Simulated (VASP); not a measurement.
Write the native input for VASP 6.6.1 that does the following.

| Quantity | Value |
| --- | --- |
| Task | relaxation of the atoms |
| Functional | PBEsol |
| Potentials or basis | VASP PAW PBE potentials, release 64 (S, Mo_sv) |
| Cutoff | 520 eV |
| k mesh | 12 × 12 × 1 |
| Occupations | gaussian, width 0.02 eV |
| Spin | no spin polarisation |
| Dipole correction | yes |
| Further INCAR settings | ALGO = Normal; EDIFF = 1e-06; IBRION = 2; EDIFFG = -0.003; NSW = 100 |

The structure of MoS2 lies in POSCAR:

```
MoS2
1.0
    3.1600000000      0.0000000000      0.0000000000
   -1.5800000000      2.7366402760      0.0000000000
    0.0000000000      0.0000000000     21.1300000000
S Mo
2 1
Direct
    0.6666666667      0.3333333333      0.4259346900
    0.6666666667      0.3333333333      0.5740653100
    0.3333333333      0.6666666667      0.5000000000
```

The input as run:

INCAR

```
SYSTEM = MoS2
  PREC = Accurate
  ENCUT = 520
  EDIFF = 1E-6
  ISMEAR = 0
  SIGMA = 0.02
  LREAL = .False.
  LASPH = .True.
  NELM = 100
  ALGO = Normal
  ISIF = 2
  LWAVE = .False.
  LCHARG = .False.
  LDIPOL = .True.
  IDIPOL = 3
  DIPOL = 0.5 0.5 0.500
  GGA = PS
  IBRION = 2
  NSW = 100
  EDIFFG = -0.003
```

KPOINTS

```
regular mesh
0
Gamma
  12 12 1
  0 0 0
```

Potentials or basis: VASP PAW PBE potentials, release 64 (S, Mo_sv).

Launch:

```console
$ cat potpaw_PBE.64/S/POTCAR potpaw_PBE.64/Mo_sv/POTCAR > POTCAR
$ mpirun -np 1 vasp_std > vasp.out
```

It gave:

* Energy gained by relaxing: 1.1 meV/atom
* Ionic steps: 3
* Band gap on the k mesh: 1.73 eV, indirect (the least direct gap lies 4.4 meV higher)

Run time: 89 s on 1 thread of Intel(R) Xeon(R) Platinum 8375C CPU @ 2.90GHz (Ice Lake), on a shared host, peak memory 0.32 GiB.
